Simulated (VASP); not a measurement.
# WC: single point with r2SCAN

WC:

```
W C
1.0
     2.85443    0.00000    0.00000
    -1.42722    2.47201    0.00000
     0.00000    0.00000    2.79260
W C
1 1
Direct
  0.00000 0.00000 0.00000
  0.66667 0.33333 0.50000
```

```json
{"Program": "VASP 6.6.1", "Task": "single point", "Functional": "r2SCAN", "Potentials or basis": "VASP PAW PBE potentials, release 64 (W_sv, C)", "Cutoff": "520 eV", "k mesh": "18 × 18 × 14", "Occupations": "gaussian, width 0.1 eV", "Spin": "no spin polarisation", "Dipole correction": "no", "Further INCAR settings": "ALGO = Normal; EDIFF = 1e-06; NBANDS = 16"}
```

```
Pressure               : 27.4 GPa
Band gap on the k mesh : zero (band 9 reaches 12.44 eV, above the bottom of band 10 at 11.07 eV)
```

Stress tensor (GPa, compression positive):
```
27.31  0.00  0.00
 0.00 27.31  0.00
 0.00  0.00 27.72
```

Levels at points of the mesh, in eV from the Fermi level:
| k point | band 6 | band 7 | band 8 | band 9 | band 10 | band 11 | band 12 | band 13 |
| --- | --- | --- | --- | --- | --- | --- | --- | --- |
| (0.00, 0.00, 0.00) | -4.81 | -3.70 | -3.70 | 0.09 | 3.67 | 3.67 | 6.26 | 6.26 |
| (0.50, 0.00, 0.00) | -7.58 | -4.03 | -3.96 | -0.51 | 2.65 | 5.10 | 5.52 | 7.60 |
| (0.00, 0.00, 0.50) | -9.36 | -2.22 | -2.22 | -0.65 | -0.65 | 4.00 | 5.00 | 5.00 |
| (0.50, 0.00, 0.50) | -7.07 | -4.76 | -4.50 | 0.33 | 4.98 | 5.90 | 7.49 | 10.25 |

It took 2.3 min on 1 thread of Intel(R) Xeon(R) Platinum 8488C (Sapphire Rapids), with other jobs on the host, peak memory 0.22 GiB.

Caveat: the PAW data sets were made with another functional, which shifts forces and pressure a little; spin-orbit coupling is left out, which moves the levels of the heavy elements.
